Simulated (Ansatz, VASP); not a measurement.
**One calculation of Rh, two programs**

POSCAR

```
Rh
1.0
    0.0000000000      1.9015500000      1.9490887500
    1.9015500000      0.0000000000      1.9490887500
    1.9015500000      1.9015500000      0.0000000000
Rh
1
Direct
    0.0000000000      0.0000000000      0.0000000000
```

File INCAR.step1:

```
  ALGO = Normal
  EDIFF = 1E-5
  ENCUT = 680
  GGA = PE
  GGA_COMPAT = False
  ISMEAR = 0
  LASPH = True
  LCHARG = False
  LREAL = False
  LWAVE = True
  NBANDS = 14
  NELM = 120
  PREC = Accurate
  SIGMA = 0.15
```

The input INCAR.step2:

```
  ALGO = Normal
  EDIFF = 1E-6
  ENCUT = 680
  GGA_COMPAT = False
  ISIF = 2
  ISMEAR = 0
  ISTART = 1
  LASPH = True
  LCHARG = True
  LELF = True
  LMIXTAU = True
  LREAL = False
  LVHAR = True
  LWAVE = False
  METAGGA = R2SCAN
  NBANDS = 14
  NELM = 120
  PREC = Accurate
  SIGMA = 0.15
```

KPOINTS

```
k-points
0
Gamma
  22 22 22
```

Input for Ansatz:

```yaml
crystal:
  lattice:
    - [0.0, 1.90155, 1.94908875]
    - [1.90155, 0.0, 1.94908875]
    - [1.90155, 1.90155, 0.0]
  atoms:
    - { symbol: Rh, position: [0.0, 0.0, 0.0] }
basis:
  ecutwfc: 500
kpoints:
  mp_grid: { grid: [22, 22, 22] }
hamiltonian:
  xc: r2scan
scf:
  occupations: { method: gaussian, width: 0.15 }
output:
  forces: true
  stress: true
  eigenvalues: true
```

Change from the starting cell: strain +0.000 along x and y, +0.025 along z, atoms carried along.

Alike in both runs: task single point; functional r2SCAN; k mesh 22 × 22 × 22; occupations gaussian, width 0.15 eV; no spin polarisation.

|  | VASP | Ansatz |
| --- | --- | --- |
| version | VASP 6.6.1 | Ansatz 0.2.0 |
| potentials or method | VASP PAW PBE potentials, release 64 (Rh_sv_GW), cutoff 680 eV | scalar-relativistic, plane waves, PAW |
| valence electrons in the cell | 17 | 17 |

```tsv
	VASP	Ansatz	Ansatz less VASP
gap on the k mesh at the Fermi level (eV)	none	none	-
pressure (GPa)	-6.9	-7.0	-0.08
traceless stress, the component that is largest in VASP (GPa)	-3.80	-3.79	+0.003
```

VASP's potentials were made for PBE, not for r2SCAN. A gap of «none» marks a metal or a gap that the smearing closes.
